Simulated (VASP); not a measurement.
# Eu (Im-3m) in VASP: density of states with PBE

Aim: the density of states of Eu with PBE.

Everything below comes from runs of VASP 6.6.1. Logs are shortened: lines on timing, memory, paths and dates and some standing lists are left out, and cuts for length are marked.

## Step 1: The cell of the first run

Symmetry: Im-3m, No. 229, cubic system. The conventional cell has a = 3.312 Å, b = 3.312 Å, c = 3.312 Å, α = 90.00°, β = 90.00°, γ = 90.00°. Eu (site symmetry m-3m) has 14 Eu at 2.87 to 3.31 Å within 3.8 Å.

## Step 2: Density of states, PBE, collinear spin, ferromagnetic start (volume scaled by 0.43)

Contents of POSCAR:

```
Eu
1.0
   -1.6559643342      1.6559643342      1.6559643342
    1.6559643342     -1.6559643342      1.6559643342
    1.6559643342      1.6559643342     -1.6559643342
Eu
1
Direct
    0.0000000000      0.0000000000      0.0000000000
```

Contents of INCAR.step1:

```
PREC = Accurate
ENCUT = 520
EDIFF = 1E-6
ISMEAR = -1
SIGMA = 0.05
LREAL = F
LASPH = T
NELM = 150
ALGO = Normal
ISIF = 2
LWAVE = F
LCHARG = T
ISPIN = 2
MAGMOM = 7
LMAXMIX = 6
GGA = PE
NBANDS = 18
```

Contents of KPOINTS.step1:

```
Automatic mesh
0
Gamma
  14 14 14
```

Contents of INCAR.step2:

```
PREC = Accurate
ENCUT = 520
EDIFF = 1E-6
ISMEAR = -5
SIGMA = 0.05
LREAL = F
LASPH = T
NELM = 150
ALGO = Normal
ISIF = 2
LWAVE = F
LCHARG = F
ISPIN = 2
MAGMOM = 7
LORBIT = 10
LMAXMIX = 6
GGA = PE
NBANDS = 18
NEDOS = 1001
ICHARG = 11
```

Contents of KPOINTS.step2:

```
Automatic mesh
0
Gamma
  21 21 21
```

Potentials or basis: VASP PAW PBE potentials, release 64 (Eu).

Run with:

```console
cat potpaw_PBE.64/Eu/POTCAR > POTCAR
cp INCAR.step1 INCAR
cp KPOINTS.step1 KPOINTS
mpirun -np 1 vasp_std > vasp.out
cp INCAR.step2 INCAR
cp KPOINTS.step2 KPOINTS
mpirun -np 1 vasp_std > vasp.out
```

OUTCAR:

```text
PREC = Accurate
   ENCUT = 520
   EDIFF = 1E-6
   ISMEAR = -5
   LREAL = F
   LASPH = T
   NELM = 150
   ISIF = 2
   ISPIN = 2
   LORBIT = 10
   GGA = PE
   ICHARG = 11

 ion  position               nearest neighbor table
   1  0.000  0.000  0.000-

  LATTYP: Found a body centered cubic cell.
 ALAT       =     3.3119286684

  Lattice vectors:

 A1 = (  -1.6559643342,   1.6559643342,   1.6559643342)
 A2 = (   1.6559643342,  -1.6559643342,   1.6559643342)
 A3 = (   1.6559643342,   1.6559643342,  -1.6559643342)

Analysis of symmetry for initial positions (statically):
=====================================================================
 Subroutine PRICEL returns:
 Original cell was already a primitive cell.

 Routine SETGRP: Setting up the symmetry group for a
 body centered cubic supercell.

 Subroutine GETGRP returns: Found 48 space group operations
 (whereof 48 operations were pure point group operations)
 out of a pool of 48 trial point group operations.

The static configuration has the point symmetry O_h .

Analysis of symmetry for dynamics (positions and initial velocities):
=====================================================================
 Subroutine PRICEL returns:
 Original cell was already a primitive cell.

 Routine SETGRP: Setting up the symmetry group for a
 body centered cubic supercell.

 Subroutine GETGRP returns: Found 48 space group operations
 (whereof 48 operations were pure point group operations)
 out of a pool of 48 trial point group operations.

The dynamic configuration has the point symmetry O_h .

Analysis of structural, dynamic, and magnetic symmetry:
=====================================================================
 Subroutine PRICEL returns:
 Original cell was already a primitive cell.

 Routine SETGRP: Setting up the symmetry group for a
 body centered cubic supercell.

 Subroutine GETGRP returns: Found 48 space group operations
 (whereof 48 operations were pure point group operations)
 out of a pool of 48 trial point group operations.

The overall configuration has the point symmetry O_h .

 Subroutine INISYM returns: Found 48 space group operations
 (whereof 48 operations are pure point group operations),
 and found     1 'primitive' translations

----------------------------------------------------------------------------------------

                                     Primitive cell

  volume of cell :      18.1641

  direct lattice vectors                    reciprocal lattice vectors
    -1.655964334  1.655964334  1.655964334     0.000000000  0.301938870  0.301938870
     1.655964334 -1.655964334  1.655964334     0.301938870  0.000000000  0.301938870
     1.655964334  1.655964334 -1.655964334     0.301938870  0.301938870  0.000000000

  length of vectors
     2.868214362  2.868214362  2.868214362     0.427006045  0.427006045  0.427006045

  position of ions in fractional coordinates (direct lattice)
     0.000000000  0.000000000  0.000000000

  ion indices of the primitive-cell ions
   primitive index   ion index
                 1           1

----------------------------------------------------------------------------------------

 KPOINTS: Automatic mesh

Automatic generation of k-mesh.
 Grid dimensions read from file:
 generate k-points for:   21   21   21

 Generating k-lattice:

  Cartesian coordinates                     Fractional coordinates (reciprocal lattice)
     0.000000000  0.014378041  0.014378041     0.047619048  0.000000000  0.000000000
     0.014378041  0.000000000  0.014378041     0.000000000  0.047619048  0.000000000
     0.014378041  0.014378041  0.000000000     0.000000000  0.000000000  0.047619048

  Length of vectors
     0.020333621  0.020333621  0.020333621

  Shift w.r.t. Gamma in fractional coordinates (k-lattice)
     0.000000000  0.000000000  0.000000000

 TETIRR: Found  10986 inequivalent tetrahedra from    55566

 Subroutine IBZKPT returns following result:
 ===========================================

 Found    286 irreducible k-points:

 Following reciprocal coordinates:
            Coordinates               Weight
  0.000000  0.000000  0.000000      1.000000
  0.047619  0.000000  0.000000     12.000000
  0.095238  0.000000  0.000000     12.000000
  0.142857  0.000000  0.000000     12.000000
  0.190476  0.000000  0.000000     12.000000
  0.238095  0.000000  0.000000     12.000000
[... 16 lines left out ...]
  0.142857  0.095238  0.000000     48.000000
  0.190476  0.095238  0.000000     48.000000
 [... further k-points ...]
   k-points           NKPTS =    286   k-points in BZ     NKDIM =    286   number of bands    NBANDS=     18
   number of dos      NEDOS =   1001   number of ions     NIONS =      1
   total plane-waves  NPLWV =  13824
   dimension x,y,z NGX =    24 NGY =   24 NGZ =   24
   dimension x,y,z NGXF=    48 NGYF=   48 NGZF=   48
   ions per type =               1
   NGX,Y,Z   is equivalent  to a cutoff of  13.91, 13.91, 13.91 a.u.
   NGXF,Y,Z  is equivalent  to a cutoff of  27.82, 27.82, 27.82 a.u.
 SYSTEM =  unknown system
   PREC   = accura    normal or accurate (medium, high low for compatibility)
   ISTART =      0    job   : 0-new  1-cont  2-samecut
   ICHARG =     11    charge: 1-file 2-atom 10-const
   ISPIN  =      2    spin polarized calculation?
   LNONCOLLINEAR =      F non collinear calculations
   LSORBIT =      F    spin-orbit coupling
   LASPH  =      T    aspherical Exc in radial PAW
   ENCUT  =  520.0 eV  38.22 Ry    6.18 a.u.   5.33  5.33  5.33*2*pi/ulx,y,z
   NELM   =    150;   NELMIN=  2; NELMDL=  0     # of ELM steps
   EDIFF  = 0.1E-05   stopping-criterion for ELM
   LREAL  =      F    real-space projection
   EDIFFG = 0.1E-04   stopping-criterion for IOM
   NSW    =      0    number of steps for IOM
   IBRION =     -1    ionic relax: 0-MD 1-quasi-New 2-CG
   NFREE  =      0    steps in history (QN), initial steepest desc. (CG)
   ISIF   =      2    stress and relaxation
   ISYM   =      2    0-nonsym 1-usesym 2-fastsym
   POTIM  = 0.5000    time-step for ionic-motion
   TEBEG  =    0.0;   TEEND  =   0.0 temperature during run
   PSTRESS=    0.0 pullay stress
   NELECT =      17.0000    total number of electrons
   NUPDOWN=      -1.0000    fix difference up-down
   EMIN   =  10.00;   EMAX   =-10.00  energy-range for DOS
   EFERMI =   0.00;   METHOD = LEGACY
   ISMEAR =    -5;   SIGMA  =   0.05  broadening in eV -4-tet -1-fermi 0-gaus
   EFERMI_NEDOS =   21; number of points for ismear=-14 and -15
   IALGO  =     38    algorithm
   IMIX   =      4    mixing-type and parameters
     AMIX     =   0.40;   BMIX     =  1.00
     AMIX_MAG =   1.60;   BMIX_MAG =  1.00
  volume/ion in A,a.u.               =      18.16       122.58
  Fermi-wavevector in a.u.,A,eV,Ry     =   1.601352  3.026117 34.889807  2.564328
  Thomas-Fermi vector in A             =   2.698344
   LORBIT       =     10    0 simple, 1 ext, 2 COOP (PROOUT), +10 PAW based schemes
   GGA     = PE    functional components
   LHFCALC =     F    Hartree Fock is set to
   AEXX    =    0.0000 exact exchange contribution
   IVDW    =     0    specifies the selected vdW correction
   LEPSILON=     F    determine dielectric tensor
   LRPA    =     F    only Hartree local field effects (RPA)
 spin polarized calculation
 Fermi weights with tetrahedron method with Bloechl corrections
  energy-cutoff  :      520.00
  volume of cell :       18.16
 maximum number of plane-waves:       498
 NGX is ok and might be reduce to    24

 number of electron      17.0000003 magnetization       7.1332579

 Free energy of the ion-electron system (eV)
  ---------------------------------------------------
  ext. energy  EPLUGINS =         0.00000000
  ---------------------------------------------------
  free energy    TOTEN  =        -9.50066096 eV

  energy without entropy =       -9.50066096  energy(sigma->0) =       -9.50066096

 E-fermi :   6.5666     XC(G=0): -12.9732

 val. band max:        6.7346964885   @ k =  -0.2381   0.3810   0.0952
 cond. band min:       6.5063274881   @ k =   0.2857   0.1429   0.1429
 fundamental gap:     -0.2283690004
 Fermi energy:         6.5665507082

 spin component 1

 k-point     1 :       0.0000    0.0000    0.0000
  band No.  band energies     occupation
      1     -35.6415      1.00000
      2     -11.8354      1.00000
      3     -11.8354      1.00000
      4     -11.8354      1.00000
      5       2.5497      1.00000
      6       5.1604      1.00000
[... 10 lines left out ...]
     17      12.6508      0.00000
     18      20.7705      0.00000

 k-point     2 :       0.0476    0.0000    0.0000
  band No.  band energies     occupation
      1     -35.6232      1.00000
      2     -11.9618      1.00000
      3     -11.8693      1.00000
      4     -11.8382      1.00000
      5       2.7105      1.00000
      6       5.1460      1.00000
[... 10 lines left out ...]
     17      12.6625      0.00000
     18      20.9436      0.00000

 k-point     3 :       0.0952    0.0000    0.0000
  band No.  band energies     occupation
      1     -35.5696      1.00000
      2     -12.3164      1.00000
      3     -11.9663      1.00000
      4     -11.8461      1.00000
      5       3.1501      1.00000
      6       5.1084      1.00000
[... 10 lines left out ...]
     17      12.7016      0.00000
     18      21.2862      0.00000

 k-point     4 :       0.1429    0.0000    0.0000
  band No.  band energies     occupation
      1     -35.4844      1.00000
      2     -12.8396      1.00000
      3     -12.1147      1.00000
      4     -11.8586      1.00000
      5       3.7250      1.00000
      6       5.0846      1.00000
[... 375 lines left out ...]
      4     -11.9599      1.00000
      5       4.0589      1.00000
      6       5.0297      1.00000
[... 10 lines left out ...]
     17      13.0644      0.00000
     18      21.7598      0.00000

 k-point    23 :       0.1429    0.0952    0.0000
  band No.  band energies     occupation
      1     -35.3288      1.00000
      2     -13.6468      1.00000
      3     -12.3156      1.00000
      4     -12.0034      1.00000
      5       4.4468      1.00000
      6       5.0150      1.00000
[... 10 lines left out ...]
     17      13.3560      0.00000
     18      22.3401      0.00000

 k-point    24 :       0.1905    0.0952    0.0000
  band No.  band energies     occupation
      1     -35.2056      1.00000
      2     -14.2198      1.00000
      3     -12.5425      1.00000
      4     -12.0347      1.00000
      5       4.4265      1.00000
      6       5.0629      1.00000
[... 10 lines left out ...]
     17      13.6630      0.00000
     18      22.8275      0.00000

 [... further k-points ...]

 spin component 2

 k-point     1 :       0.0000    0.0000    0.0000
  band No.  band energies     occupation
      1     -32.6879      1.00000
      2      -9.3517      1.00000
      3      -9.3517      1.00000
      4      -9.3517      1.00000
      5       4.0644      1.00000
      6       9.4149      0.00000
[... 10 lines left out ...]
     17      13.8779      0.00000
     18      22.5959      0.00000

 k-point     2 :       0.0476    0.0000    0.0000
  band No.  band energies     occupation
      1     -32.6674      1.00000
      2      -9.4951      1.00000
      3      -9.3892      1.00000
      4      -9.3555      1.00000
      5       4.2372      1.00000
      6       9.2572      0.00000
[... 10 lines left out ...]
     17      13.9257      0.00000
     18      22.7492      0.00000

 k-point     3 :       0.0952    0.0000    0.0000
  band No.  band energies     occupation
      1     -32.6068      1.00000
      2      -9.8949      1.00000
      3      -9.4962      1.00000
      4      -9.3659      1.00000
      5       4.7046      1.00000
      6       8.9184      0.00000
[... 10 lines left out ...]
     17      14.0586      0.00000
     18      23.0753      0.00000

 k-point     4 :       0.1429    0.0000    0.0000
  band No.  band energies     occupation
      1     -32.5102      1.00000
      2     -10.4791      1.00000
      3      -9.6593      1.00000
      4      -9.3824      1.00000
      5       5.3066      1.00000
      6       8.5903      0.00000
[... 375 lines left out ...]
      4      -9.4946      1.00000
      5       5.6648      1.00000
      6       8.3303      0.00000
[... 10 lines left out ...]
     17      14.5140      0.00000
     18      23.4897      0.00000

 k-point    23 :       0.1429    0.0952    0.0000
  band No.  band energies     occupation
      1     -32.3331      1.00000
      2     -11.3683      1.00000
      3      -9.8872      1.00000
      4      -9.5457      1.00000
      5       6.1276      1.00380
      6       8.0308      0.00000
[... 10 lines left out ...]
     17      14.8553      0.00000
     18      24.0304      0.00000

 k-point    24 :       0.1905    0.0952    0.0000
  band No.  band energies     occupation
      1     -32.1921      1.00000
      2     -11.9973      1.00000
      3     -10.1367      1.00000
      4      -9.5843      1.00000
      5       6.1654      1.01115
      6       7.8271      0.00000
[... 10 lines left out ...]
     17      15.2822      0.00000
     18      24.5162      0.00000

 [... further k-points ...]

------------------------ aborting loop because EDIFF is reached ----------------------------------------

  FORCE on cell =-STRESS in cart. coord.  units (eV):
  Direction    XX          YY          ZZ          XY          YZ          ZX
  --------------------------------------------------------------------------------------
  -------------------------------------------------------------------------------------
  Total        5.7876983      5.7876983      5.7876983      0.0000000      0.0000000     -0.0000000
  in kB      510.5091562    510.5091562    510.5091562      0.0000000      0.0000000     -0.0000000
  external PRESSURE =     510.5091562 kB  Pullay stress =       0.0000000 kB

 VOLUME and BASIS-vectors are now :
 -----------------------------------------------------------------------------
  energy-cutoff  :      520.00
  volume of cell :       18.16
      direct lattice vectors                 reciprocal lattice vectors
    -1.655964334  1.655964334  1.655964334     0.000000000  0.301938870  0.301938870
     1.655964334 -1.655964334  1.655964334     0.301938870  0.000000000  0.301938870
     1.655964334  1.655964334 -1.655964334     0.301938870  0.301938870  0.000000000

 POSITION                                       TOTAL-FORCE (eV/Angst)
 -----------------------------------------------------------------------------------
      0.00000      0.00000      0.00000        -0.000000     -0.000000      0.000000
 -----------------------------------------------------------------------------------
    total drift:                               -0.000000      0.000000     -0.000000

  FREE ENERGIE OF THE ION-ELECTRON SYSTEM (eV)
  ---------------------------------------------------
  free  energy   TOTEN  =        -9.5006609573 eV

  energy  without entropy=       -9.5006609573  energy(sigma->0) =       -9.50066096

 total charge

# of ion       s       p       d       f       tot
--------------------------------------------------
    1        2.128   5.636   1.085   6.492  15.342

 magnetization (x)

# of ion       s       p       d       f       tot
--------------------------------------------------
    1        0.023  -0.059   0.331   6.395   6.690
```

It took 2.8 min on 1 thread of Intel Xeon 6975P-C, shared host; peak memory 0.34 GiB.

Results:

* Net moment: 7.13 μB per cell
* Site moments: Eu +6.69 μB
* Valence electrons inside the program's atomic spheres: Eu 15.34

Levels at points of the mesh, in eV from the Fermi level:
Spin up:
| k point | band 9 | band 10 | band 11 | band 12 | band 13 | band 14 | band 15 | band 16 |
| --- | --- | --- | --- | --- | --- | --- | --- | --- |
| (0.00, 0.00, 0.00) | -0.48 | -0.48 | -0.48 | -0.27 | 2.14 | 2.14 | 2.14 | 6.08 |
Spin down:
```
           k point  band 1  band 2  band 3  band 4  band 5  band 6  band 7  band 8  band 9  band 10
(0.00, 0.00, 0.00)  -39.25  -15.92  -15.92  -15.92   -2.50    2.85    2.85    2.85    3.69     3.69
```

Caveat: spin-orbit coupling is left out, which moves the levels of the heavy elements; tetrahedron occupations give inexact forces and stress in metals.
